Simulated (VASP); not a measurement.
Set up this calculation in VASP 6.6.1, as the native input.

```
Task                   : single point
Functional             : PBE
Potentials or basis    : VASP PAW PBE potentials, release 64 (Sr_sv, Ti_sv, O)
Cutoff                 : 520 eV
k mesh                 : 8 × 8 × 8
Occupations            : gaussian, width 0.05 eV
Spin                   : no spin polarisation
Dipole correction      : no
Further INCAR settings : ALGO = Normal; EDIFF = 1e-06; NBANDS = 28
```

The structure of SrTiO3 lies in POSCAR:

```
SrTiO3
1.0
    3.9364094381      0.0000000000      0.0000000000
    0.0000000000      3.9364094381      0.0000000000
    0.0000000000      0.0000000000      3.9364094381
Sr Ti O
1 1 3
Direct
    0.0020505763      0.0000000000      0.0000000000
    0.5096807686      0.5000000000      0.5000000000
   -0.0146326242      0.5000000000      0.5000000000
    0.4872194045      0.0000000000      0.5000000000
    0.4872194045      0.5000000000      0.0000000000
```

This cell differs from its parent crystal: mode 1 frozen in at -0.058 Å and mode 7 at +0.000 Å (largest displacements).

These files were run (other wordings do the same):

INCAR

```
PREC = Accurate
ENCUT = 520
EDIFF = 1E-6
ISMEAR = 0
SIGMA = 0.05
LREAL = False
LASPH = True
NELM = 100
ALGO = Normal
ISIF = 2
LWAVE = False
LCHARG = False
GGA = PE
NBANDS = 28
```

KPOINTS

```
regular mesh
0
Gamma
  8 8 8
```

Potentials or basis: VASP PAW PBE potentials, release 64 (Sr_sv, Ti_sv, O).

The run is started by

```sh
$ cat potpaw_PBE.64/Sr_sv/POTCAR potpaw_PBE.64/Ti_sv/POTCAR potpaw_PBE.64/O/POTCAR > POTCAR
$ mpirun -np 1 vasp_std > vasp.out
```

Results of the run:

- Pressure: 1.3 GPa
- Largest force: 0.107 eV/Å
- Band gap on the k mesh: 1.84 eV, indirect (least direct gap 2.31 eV)

Caveat: the cell differs from its parent crystal (mode 1 frozen in at -0.058 Å and mode 7 at +0.000 Å (largest displacements)).

Run time: 87 s on 1 thread of Intel(R) Xeon(R) Platinum 8488C (Sapphire Rapids) (shared host), peak memory 0.25 GiB.
